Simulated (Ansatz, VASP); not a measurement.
Two plane-wave programs on BN

```
CELL_PARAMETERS angstrom
0.00000 1.80483 1.87395
1.80483 0.00000 1.87395
1.80483 1.80483 0.00000
ATOMIC_POSITIONS crystal
B 0.00000 0.00000 0.00000
N 0.25000 0.25000 0.25000
```

Change from the starting cell: uniaxial_z strain +3.8%.

Alike in both runs: task single point; functional PBE; k mesh 12 × 12 × 12; occupations fermi-dirac, width 0.02 eV; no spin polarisation.

|  | VASP | Ansatz |
| --- | --- | --- |
| version | VASP 6.6.1 | Ansatz 0.2.0 |
| potentials or method | VASP PAW PBE potentials, release 64 (B, N) | plane waves, PAW |
| plane-wave cutoff (eV) | 520 | 420 |
| valence electrons in the cell | 8 | 8 |

Ansatz gave:

| Property | Result |
| --- | --- |
| gap on the k mesh at the Fermi level (eV) | 4.11 |
| pressure (GPa) | -8.9 |
| traceless stress, the component that is largest in VASP (GPa) | -15.70 |

**Question.** What did VASP give for the same quantities?

**Answer.** gap on the k mesh at the Fermi level (eV): 4.09; pressure (GPa): -8.7; traceless stress, the component that is largest in VASP (GPa): -15.72.

The functional is the same, so the differences come from potentials, cutoffs and numerics.
